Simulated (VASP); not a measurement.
A run of VASP 6.6.1 is set up as follows.

The input INCAR:

```
ALGO     = Normal         # electronic algorithm
EDIFF    = 1E-6           # SCF threshold, eV
ENCUT    = 500            # plane-wave cutoff, eV
GGA      = PE             # functional
GGA_COMPAT= False        
ISIF     = 2              # what is computed and relaxed
ISMEAR   = 0              # smearing method
ISPIN    = 2              # spin polarisation
LASPH    = True           # aspherical terms in the spheres
LCHARG   = True           # write CHGCAR
LELF     = True           # ELF
LMAXMIX  = 4              # l up to which the mixer works
LORBIT   = 11             # projections on sites
LREAL    = False          # projectors in reciprocal space
LVHAR    = True         
LWAVE    = False          # write WAVECAR
MAGMOM   = 0.37 -0.01     # initial moments
NBANDS   = 20             # bands
NELM     = 200            # most SCF steps
NUPDOWN  = 0.5            # fixed moment
PREC     = Accurate       # precision mode
SIGMA    = 0.1            # smearing width, eV
```

Contents of KPOINTS:

```
k-points
0
Gamma
  12 12 12
```

File POSCAR:

```
NbAs
1.0
    0.0000000000      2.9067815048      2.9067815048
    2.9067815048      0.0000000000      2.9067815048
    2.9067815048      2.9067815048      0.0000000000
Nb As
1 1
Direct
    0.0000000000      0.0000000000      0.0000000000
    0.2500000000      0.2500000000      0.2500000000
```

Potentials or basis: VASP PAW PBE potentials, release 64 (Nb_sv, As).

Run with:

```sh
$ cat potpaw_PBE.64/Nb_sv/POTCAR potpaw_PBE.64/As/POTCAR > POTCAR
$ mpirun -np 1 vasp_std > vasp.out
```

Q: Estimate the pressure.

A: 0.5 GPa.

Caveat: the total moment is fixed, so each spin has its own Fermi level.
